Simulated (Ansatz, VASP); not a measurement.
## One calculation of Nb, two programs

Contents of INCAR:

```
SYSTEM = Nb
PREC = Accurate ; ENCUT = 520
EDIFF = 1E-7 ; ISMEAR = -1
SIGMA = 0.03 ; LREAL = .False.
LASPH = .True. ; NELM = 100
ALGO = Normal ; ISIF = 2
LWAVE = .False. ; LCHARG = .False.
GGA = PE ; NBANDS = 12
```

File KPOINTS:

```
regular mesh
0
Gamma
  15 15 15
  0 0 0
```

File POSCAR:

```
Nb
1.0
   -1.6357420082      1.6357420082      1.6357420082
    1.6357420082     -1.6357420082      1.6357420082
    1.6357420082      1.6357420082     -1.6357420082
Nb
1
Direct
    0.0000000000      0.0000000000      0.0000000000
```

Input for Ansatz:

```yaml
crystal:
  lattice:
    - [-1.6357420082, 1.6357420082, 1.6357420082]
    - [1.6357420082, -1.6357420082, 1.6357420082]
    - [1.6357420082, 1.6357420082, -1.6357420082]
  atoms:
    - { symbol: Nb, position: [0.0, 0.0, 0.0] }
kpoints:
  mp_grid: { grid: [15, 15, 15] }
scf:
  occupations: { method: fermi_dirac, width: 0.03 }
hamiltonian:
  xc: pbe
  pseudopotentials: { kind: all_electron, lapw: { basis_error: 0.001 } }
output:
  forces: true
  stress: true
  eigenvalues: true
```

Change from the starting cell: volume scaled by 0.95.

Alike in both runs: task single point; functional PBE; k mesh 15 × 15 × 15; occupations fermi-dirac, width 0.03 eV; no spin polarisation.

|  | VASP | Ansatz |
| --- | --- | --- |
| version | VASP 6.6.1 | Ansatz 0.2.0 |
| potentials or method | VASP PAW PBE potentials, release 64 (Nb_sv), cutoff 520 eV | all-electron LAPW, scalar-relativistic |

Ansatz gave:

```
pressure (GPa) : 6.8
```

Which values does VASP return?

Pressure (GPa): 6.4.

Ansatz ran all-electron here, and VASP with PAW potentials.
